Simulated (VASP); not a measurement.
## Re: single point with PBE

Re:

```
CELL_PARAMETERS angstrom
0.00000 2.70831 2.70831
2.70831 0.00000 2.70831
2.70831 2.70831 0.00000
ATOMIC_POSITIONS crystal
Re 0.00000 0.00000 0.00000
Re 0.25000 0.25000 0.25000
```

| Property | Result |
| --- | --- |
| Program | VASP 6.6.1 |
| Task | single point |
| Functional | PBE |
| Potentials or basis | VASP PAW PBE potentials, release 64 (Re_sv_GW) |
| Cutoff | 500 eV |
| k mesh | 7 × 7 × 7 |
| Occupations | gaussian, width 0.05 eV |
| Spin | no spin polarisation |

The pressure is 28.3 GPa. The band gap on the k mesh is zero (band 15 reaches 9.13 eV, above the bottom of band 16 at 8.04 eV).

Levels at points of the mesh, in eV from the Fermi level:
```tsv
k point	band 12	band 13	band 14	band 15	band 16	band 17	band 18	band 19
(0.00, 0.00, 0.00)	-2.29	-2.29	-2.29	0.95	0.95	0.95	5.07	5.07
```

It took 9 s on 1 thread of Intel(R) Xeon(R) 6975P-C (Granite Rapids), on a shared host, peak memory 0.16 GiB.

Caveat: spin-orbit coupling is left out, which moves the levels of the heavy elements.
